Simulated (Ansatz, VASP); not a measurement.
# Two plane-wave programs on SiO2

INCAR

```
SYSTEM = SiO2
PREC = Accurate ; ENCUT = 600
EDIFF = 1E-6 ; ISMEAR = -1
SIGMA = 0.05 ; LREAL = .FALSE.
LASPH = .TRUE. ; NELM = 120
ALGO = Normal ; ISIF = 2
LWAVE = .FALSE. ; LCHARG = .FALSE.
GGA = CA ; NBANDS = 44
GGA_COMPAT = .FALSE.
```

File KPOINTS:

```
regular mesh
0
G
  2 2 2
  0 0 0
```

File POSCAR:

```
SiO2
1.0
    4.1773000000      0.0000000000      0.0000000000
    0.0000000000      4.1773000000      0.0000000000
    0.0000000000      0.0000000000      5.3304000000
Si O
4 8
Direct
    0.0000000000      0.0000000000      0.0000000000
    0.5000000000      0.5000000000      0.2500000000
    0.0000000000      0.0000000000      0.5000000000
    0.5000000000      0.5000000000      0.7500000000
    0.3059000000      0.3059000000      0.0000000000
    0.1941000000      0.8059000000      0.2500000000
    0.6941000000      0.6941000000      0.0000000000
    0.8059000000      0.1941000000      0.2500000000
    0.3059000000      0.3059000000      0.5000000000
    0.1941000000      0.8059000000      0.7500000000
    0.6941000000      0.6941000000      0.5000000000
    0.8059000000      0.1941000000      0.7500000000
```

Input for Ansatz:

```yaml
crystal:
  lattice:
    - [4.1773, 0.0, 0.0]
    - [0.0, 4.1773, 0.0]
    - [0.0, 0.0, 2.6652]
  atoms:
    - { symbol: Si, position: [0.0, 0.0, 0.0] }
    - { symbol: Si, position: [0.5, 0.5, 0.5] }
    - { symbol: O, position: [0.3059, 0.3059, 0.0] }
    - { symbol: O, position: [0.1941, 0.8059, 0.5] }
    - { symbol: O, position: [0.6941, 0.6941, 0.0] }
    - { symbol: O, position: [0.8059, 0.1941, 0.5] }
  supercell: [1, 1, 2]
kpoints:
  mp_grid:
    grid: [2, 2, 2]
hamiltonian:
  xc: lda
scf:
  occupations:
    method: fermi_dirac
    width: 0.05
output:
  eigenvalues: true
```

Alike in both runs: task single point; functional LDA; k mesh 2 × 2 × 2; occupations fermi-dirac, width 0.05 eV; no spin polarisation.

|  | VASP | Ansatz |
| --- | --- | --- |
| version | VASP 6.6.1 | Ansatz 0.2.0 |
| potentials or method | VASP PAW LDA potentials, release 64 (Si, O) | plane waves, PAW |
| plane-wave cutoff (eV) | 600 | 420 |
| valence electrons in the cell | 64 | 64 |

|  | VASP | Ansatz | Ansatz less VASP |
| --- | --- | --- | --- |
| gap on the k mesh at the Fermi level (eV) | 5.62 | 5.61 | -0.010 |

LDA's correlation is that of Perdew and Zunger in VASP and of Perdew and Wang (1992) in Ansatz.

The k mesh is coarse, so the values compare programs but aren't converged.
